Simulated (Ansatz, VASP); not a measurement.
**Two plane-wave programs on Al2BP3**

```
CELL_PARAMETERS angstrom
-1.81142 1.81142 8.04248
1.81142 -1.81142 8.04248
1.81142 1.81142 -8.04248
ATOMIC_POSITIONS crystal
Al 0.65936 0.65936 0.00000
Al 0.34064 0.34064 0.00000
B 0.00000 0.00000 0.00000
P 0.56693 0.06693 0.50000
P 0.25000 0.75000 0.50000
P 0.93307 0.43307 0.50000
```

Alike in both runs: functional PBE; k mesh 6 × 6 × 6; occupations gaussian, width 0.1 eV; no spin polarisation.

Ansatz relaxed the structure, and its values are those at the end. VASP's run is a single point on that final structure, the one shown.

|  | VASP | Ansatz |
| --- | --- | --- |
| version | VASP 6.6.1 | Ansatz 0.2.0 |
| potentials or method | VASP PAW PBE potentials, release 64 (Al, B, P), cutoff 520 eV | scalar-relativistic, plane waves, PAW |
| valence electrons in the cell | 24 | 24 |

|  | VASP | Ansatz | Ansatz less VASP |
| --- | --- | --- | --- |
| gap on the k mesh at the Fermi level (eV) | 0.90 | 0.90 | +0.002 |
| least direct gap on the mesh (eV) | 1.06 | 1.06 | +0.003 |
| pressure (GPa) | 0.1 | 0.2 | +0.12 |
| rms of the force components (eV/Å) | 0.008 | 0.009 | +0.0010 |
